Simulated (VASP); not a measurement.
# Fe2Co (Fmmm) in VASP: relaxation of cell and atoms with PBE

Aim: the relaxation of cell and atoms of Fe2Co with PBE.

Everything below comes from runs of VASP 6.6.1. Logs are shortened: lines on timing, memory, paths and dates and some standing lists are left out, and cuts for length are marked.

## 1. The cell of the first run

Symmetry: Fmmm, No. 69, orthorhombic system. The conventional cell has a = 2.806 Å, b = 3.968 Å, c = 11.903 Å, α = 90.00°, β = 90.00°, γ = 90.00°. Within 3.2 Å of Fe (site symmetry mm2) lie 10 Fe at 2.43 to 2.81 Å and 4 Co at 2.43 to 2.81 Å. Within 3.2 Å of Co (site symmetry mmm) lie 6 Co at 2.43 to 2.81 Å and 8 Fe at 2.43 to 2.81 Å.

## 2. Relaxation of cell and atoms, PBE, collinear spin, ferromagnetic start

Input file INCAR:

```
SYSTEM = Fe2Co
  ALGO = Normal
  EDIFF = 1E-6
  EDIFFG = -0.04
  ENCUT = 600
  GGA = PE
  IBRION = 2
  ISIF = 3
  ISMEAR = 0
  ISPIN = 2
  LASPH = .TRUE.
  LCHARG = .FALSE.
  LMAXMIX = 4
  LORBIT = 11
  LREAL = .FALSE.
  LWAVE = .FALSE.
  MAGMOM = 4 4 3
  NELM = 150
  NSW = 90
  PREC = Accurate
  SIGMA = 0.1
```

Input file KPOINTS:

```
k-points
0
G
  8 8 8
  0 0 0
```

Input file POSCAR:

```
Fe2Co
1.0
    0.0000000000      1.9837982900      5.9513948700
    1.4027572200      0.0000000000      5.9513948700
    1.4027572200      1.9837982900      0.0000000000
Fe Co
2 1
Direct
    0.6666666700      0.6666666700      0.3333333300
    0.3333333300      0.3333333300      0.6666666700
    0.0000000000      0.0000000000      0.0000000000
```

Potentials or basis: VASP PAW PBE potentials, release 64 (Fe, Co).

Command:

```
cat potpaw_PBE.64/Fe/POTCAR potpaw_PBE.64/Co/POTCAR > POTCAR
mpirun -np 1 vasp_std > vasp.out
```

OUTCAR:

```text
SYSTEM = Fe2Co
   EDIFF = 1E-6
   EDIFFG = -0.04
   ENCUT = 600
   GGA = PE
   IBRION = 2
   ISIF = 3
   ISMEAR = 0
   ISPIN = 2
   LASPH = .TRUE.
   LORBIT = 11
   LREAL = .FALSE.
   NELM = 150
   NSW = 90
   PREC = Accurate

 ion  position               nearest neighbor table
   1  0.667  0.667  0.333-   2 2.43   2 2.43   3 2.43   3 2.43   2 2.81   2 2.81   3 2.81   3 2.81

   2  0.333  0.333  0.667-   1 2.43   1 2.43   3 2.43   3 2.43   1 2.81   1 2.81   3 2.81   3 2.81

   3  0.000  0.000  0.000-   1 2.43   1 2.43   2 2.43   2 2.43   2 2.81   1 2.81   1 2.81   2 2.81

  LATTYP: Found a face centered orthorhombic cell.
 ALAT       =     2.8055144400
 B/A-ratio  =     1.4142135658
 C/A-ratio  =     4.2426406973

  Lattice vectors:

 A1 = (   0.0000000000,   1.9837982900,   5.9513948700)
 A2 = (   1.4027572200,   0.0000000000,   5.9513948700)
 A3 = (   1.4027572200,   1.9837982900,   0.0000000000)

Analysis of symmetry for initial positions (statically):
=====================================================================
 Subroutine PRICEL returns:
 Original cell was already a primitive cell.

 Routine SETGRP: Setting up the symmetry group for a
 face centered orthorhombic supercell.

 Subroutine GETGRP returns: Found  8 space group operations
 (whereof  8 operations were pure point group operations)
 out of a pool of  8 trial point group operations.

The static configuration has the point symmetry D_2h.

Analysis of symmetry for dynamics (positions and initial velocities):
=====================================================================
 Subroutine PRICEL returns:
 Original cell was already a primitive cell.

 Routine SETGRP: Setting up the symmetry group for a
 face centered orthorhombic supercell.

 Subroutine GETGRP returns: Found  8 space group operations
 (whereof  8 operations were pure point group operations)
 out of a pool of  8 trial point group operations.

The dynamic configuration has the point symmetry D_2h.

Analysis of structural, dynamic, and magnetic symmetry:
=====================================================================
 Subroutine PRICEL returns:
 Original cell was already a primitive cell.

 Routine SETGRP: Setting up the symmetry group for a
 face centered orthorhombic supercell.

 Subroutine GETGRP returns: Found  8 space group operations
 (whereof  8 operations were pure point group operations)
 out of a pool of  8 trial point group operations.

The overall configuration has the point symmetry D_2h.

 Subroutine INISYM returns: Found  8 space group operations
 (whereof  8 operations are pure point group operations),
 and found     1 'primitive' translations

----------------------------------------------------------------------------------------

                                     Primitive cell

  volume of cell :      33.1229

  direct lattice vectors                    reciprocal lattice vectors
     0.000000000  1.983798290  5.951394870    -0.356440867  0.252041754  0.084013918
     1.402757220  0.000000000  5.951394870     0.356440867 -0.252041754  0.084013918
     1.402757220  1.983798290  0.000000000     0.356440867  0.252041754 -0.084013918

  length of vectors
     6.273321015  6.114476978  2.429646780     0.444559868  0.444559868  0.444559868

  position of ions in fractional coordinates (direct lattice)
     0.666666670  0.666666670  0.333333330
     0.333333330  0.333333330  0.666666670
     0.000000000  0.000000000  0.000000000

  ion indices of the primitive-cell ions
   primitive index   ion index
                 1           1
                 2           2
                 3           3

----------------------------------------------------------------------------------------

 KPOINTS: k-points

Automatic generation of k-mesh.
 Grid dimensions read from file:
 generate k-points for:    8    8    8

 Generating k-lattice:

  Cartesian coordinates                     Fractional coordinates (reciprocal lattice)
    -0.044555108  0.031505219  0.010501740     0.125000000  0.000000000  0.000000000
     0.044555108 -0.031505219  0.010501740     0.000000000  0.125000000 -0.000000000
     0.044555108  0.031505219 -0.010501740     0.000000000 -0.000000000  0.125000000

  Length of vectors
     0.055569983  0.055569983  0.055569983

  Shift w.r.t. Gamma in fractional coordinates (k-lattice)
     0.000000000  0.000000000  0.000000000

 Subroutine IBZKPT returns following result:
 ===========================================

 Found     95 irreducible k-points:

 Following reciprocal coordinates:
            Coordinates               Weight
  0.000000  0.000000  0.000000      1.000000
  0.125000 -0.000000 -0.000000      8.000000
  0.250000 -0.000000 -0.000000      8.000000
  0.375000 -0.000000 -0.000000      8.000000
  0.500000 -0.000000 -0.000000      4.000000
  0.125000  0.125000  0.000000      2.000000
[... 16 lines left out ...]
  0.250000  0.000000  0.125000      8.000000
  0.375000  0.000000  0.125000      8.000000
 [... further k-points ...]
   k-points           NKPTS =     95   k-points in BZ     NKDIM =     95   number of bands    NBANDS=     22
   number of dos      NEDOS =    301   number of ions     NIONS =      3
   total plane-waves  NPLWV =  50000
   dimension x,y,z NGX =    50 NGY =   50 NGZ =   20
   dimension x,y,z NGXF=   100 NGYF=  100 NGZF=   40
   ions per type =               2   1
   NGX,Y,Z   is equivalent  to a cutoff of  13.25, 13.59, 13.68 a.u.
   NGXF,Y,Z  is equivalent  to a cutoff of  26.50, 27.19, 27.37 a.u.
 SYSTEM =  Fe2Co
   PREC   = accura    normal or accurate (medium, high low for compatibility)
   ISTART =      0    job   : 0-new  1-cont  2-samecut
   ICHARG =      2    charge: 1-file 2-atom 10-const
   ISPIN  =      2    spin polarized calculation?
   LNONCOLLINEAR =      F non collinear calculations
   LSORBIT =      F    spin-orbit coupling
   LASPH  =      T    aspherical Exc in radial PAW
   ENCUT  =  600.0 eV  44.10 Ry    6.64 a.u.  12.53 12.21  4.85*2*pi/ulx,y,z
   NELM   =    150;   NELMIN=  2; NELMDL= -5     # of ELM steps
   EDIFF  = 0.1E-05   stopping-criterion for ELM
   LREAL  =      F    real-space projection
   EDIFFG = -.4E-01   stopping-criterion for IOM
   NSW    =     90    number of steps for IOM
   IBRION =      2    ionic relax: 0-MD 1-quasi-New 2-CG
   NFREE  =      1    steps in history (QN), initial steepest desc. (CG)
   ISIF   =      3    stress and relaxation
   ISYM   =      2    0-nonsym 1-usesym 2-fastsym
   POTIM  = 0.5000    time-step for ionic-motion
   TEBEG  =    0.0;   TEEND  =   0.0 temperature during run
   PSTRESS=    0.0 pullay stress
   NELECT =      25.0000    total number of electrons
   NUPDOWN=      -1.0000    fix difference up-down
   EMIN   =  10.00;   EMAX   =-10.00  energy-range for DOS
   EFERMI =   0.00;   METHOD = LEGACY
   ISMEAR =     0;   SIGMA  =   0.10  broadening in eV -4-tet -1-fermi 0-gaus
   EFERMI_NEDOS =   21; number of points for ismear=-14 and -15
   IALGO  =     38    algorithm
   IMIX   =      4    mixing-type and parameters
     AMIX     =   0.40;   BMIX     =  1.00
     AMIX_MAG =   1.60;   BMIX_MAG =  1.00
  volume/ion in A,a.u.               =      11.04        74.51
  Fermi-wavevector in a.u.,A,eV,Ry     =   1.490546  2.816723 30.228416  2.221726
  Thomas-Fermi vector in A             =   2.603314
   LORBIT       =     11    0 simple, 1 ext, 2 COOP (PROOUT), +10 PAW based schemes
   GGA     = PE    functional components
   LHFCALC =     F    Hartree Fock is set to
   AEXX    =    0.0000 exact exchange contribution
   IVDW    =     0    specifies the selected vdW correction
   LEPSILON=     F    determine dielectric tensor
   LRPA    =     F    only Hartree local field effects (RPA)
 conjugate gradient relaxation of ions
 spin polarized calculation
 Gauss-broadening in eV      SIGMA  =   0.10
  energy-cutoff  :      600.00
  volume of cell :       33.12
 maximum number of plane-waves:      1130
   NGX = 25   NGY = 25   NGZ =  9

--------------------------------------- Ionic step        1  -------------------------------------------

 number of electron      25.0000000 magnetization      11.0000000

 number of electron      24.9999999 magnetization       6.7374090

 Free energy of the ion-electron system (eV)
  ---------------------------------------------------
  ext. energy  EPLUGINS =         0.00000000
  ---------------------------------------------------
  free energy    TOTEN  =       -23.54302029 eV

  energy without entropy =      -23.53564929  energy(sigma->0) =      -23.53933479

------------------------ aborting loop because EDIFF is reached ----------------------------------------

  FORCE on cell =-STRESS in cart. coord.  units (eV):
  Direction    XX          YY          ZZ          XY          YZ          ZX
  --------------------------------------------------------------------------------------
  -------------------------------------------------------------------------------------
  Total        1.5783045      1.9417460      1.6409255      0.0000000      0.0000000      0.0000000
  in kB       76.3435934     93.9234897     79.3726076      0.0000000      0.0000000      0.0000000
  external PRESSURE =      83.2132302 kB  Pullay stress =       0.0000000 kB
[... 133 lines left out ...]
  energy  without entropy=      -23.5697485603  energy(sigma->0) =      -23.57394103

--------------------------------------- Ionic step        5  -------------------------------------------

 number of electron      25.0000004 magnetization       6.8400441

 Free energy of the ion-electron system (eV)
  ---------------------------------------------------
  ext. energy  EPLUGINS =         0.00000000
  ---------------------------------------------------
  free energy    TOTEN  =       -23.57913775 eV

  energy without entropy =      -23.57078155  energy(sigma->0) =      -23.57495965

 E-fermi :   7.2059     XC(G=0): -13.0508

 val. band max:        7.1743741489   @ k =   0.2500   0.0000   0.2500
 cond. band min:       7.2121877754   @ k =   0.5000   0.3750  -0.0000
 fundamental gap:      0.0378136265
 Fermi energy:         7.2059147579

 spin component 1

 k-point     1 :       0.0000    0.0000    0.0000
  band No.  band energies     occupation
      1      -1.5015      1.00000
      2       1.6868      1.00000
      3       1.7618      1.00000
      4       3.5925      1.00000
      5       3.8959      1.00000
      6       4.4407      1.00000
[... 589 lines left out ...]
     21      19.5232      0.00000
     22      21.9535      0.00000

 [... further k-points ...]

 spin component 2

 k-point     1 :       0.0000    0.0000    0.0000
  band No.  band energies     occupation
      1      -1.3540      1.00000
      2       2.2379      1.00000
      3       2.4582      1.00000
      4       5.1955      1.00000
      5       5.8635      1.00000
      6       5.9696      1.00000
[... 621 lines left out ...]
  FREE ENERGIE OF THE ION-ELECTRON SYSTEM (eV)
  ---------------------------------------------------
  free  energy   TOTEN  =       -23.5791377478 eV

  energy  without entropy=      -23.5707815499  energy(sigma->0) =      -23.57495965

 reached required accuracy - stopping structural energy minimisation

 total charge

# of ion       s       p       d       tot
------------------------------------------
    1        0.478   0.520   6.226   7.224
    2        0.478   0.520   6.226   7.224
    3        0.480   0.510   7.214   8.204
--------------------------------------------------
tot          1.436   1.549  19.667  22.652

 magnetization (x)

# of ion       s       p       d       tot
------------------------------------------
    1       -0.008  -0.049   2.587   2.529
    2       -0.008  -0.049   2.587   2.529
    3       -0.015  -0.057   1.873   1.801
--------------------------------------------------
tot         -0.032  -0.156   7.048   6.860
```

Run time: 44 min. Hardware: 1 thread of AMD EPYC 7R13, shared host; peak memory 0.32 GiB.

What came out:

```yaml
Free_energy: -23.5791 eV
Relaxed_volume: 11.49 Å³/atom
Relaxed_cell: a = 6.350 Å, b = 6.186 Å, c = 2.466 Å, α = 82.42°, β = 74.93°, γ = 22.64°
Space_group_after_relaxing_to_0.1_Å: Fmmm (No. 69)
Energy_gained_by_relaxing: 12.0 meV/atom
Ionic_steps: 5
Pressure_after_relaxing: 0.1 GPa
Largest_force_after_relaxing: 0.035 eV/Å
Net_moment: 6.84 μB per cell
Site_moments: Fe +2.53; Co +1.80 μB
Valence_electrons_inside_the_program's_atomic_spheres: Fe 7.22; Co 8.20
```

Forces in eV/Å, atoms in the order of the input:
```
Fe   0.000  0.000 -0.035
Fe   0.000  0.000  0.035
Co   0.000  0.000  0.000
```

Stress tensor (GPa, compression positive):
```
-0.17  0.00  0.00
 0.00  0.37  0.00
 0.00  0.00  0.11
```

Step by step:
| step | energy change (eV) | largest force (eV/Å) | pressure (GPa) | volume (Å³) |
| --- | --- | --- | --- | --- |
| 1 | 0.0000 | 0.1804 | 8.32 | 33.12 |
| 2 | -0.0034 | 0.0694 | -6.72 | 35.95 |
| 3 | -0.0351 | 0.1081 | -0.21 | 34.51 |
| 4 | -0.0351 | 0.1093 | -0.04 | 34.48 |
| 5 | -0.0361 | 0.0346 | 0.10 | 34.46 |

Final structure:
```cif
data_structure
_symmetry_space_group_name_H-M 'P 1'
_symmetry_Int_Tables_number 1
_cell_length_a 6.3502
_cell_length_b 6.1858
_cell_length_c 2.4664
_cell_angle_alpha 82.425
_cell_angle_beta 74.931
_cell_angle_gamma 22.645
_cell_volume 34.46
loop_
_atom_site_label
_atom_site_type_symbol
_atom_site_fract_x
_atom_site_fract_y
_atom_site_fract_z
_atom_site_occupancy
Fe1 Fe 0.66591 0.66591 0.33409 1
Fe2 Fe 0.33409 0.33409 0.66591 1
Co1 Co 0.00000 0.00000 0.00000 1
```
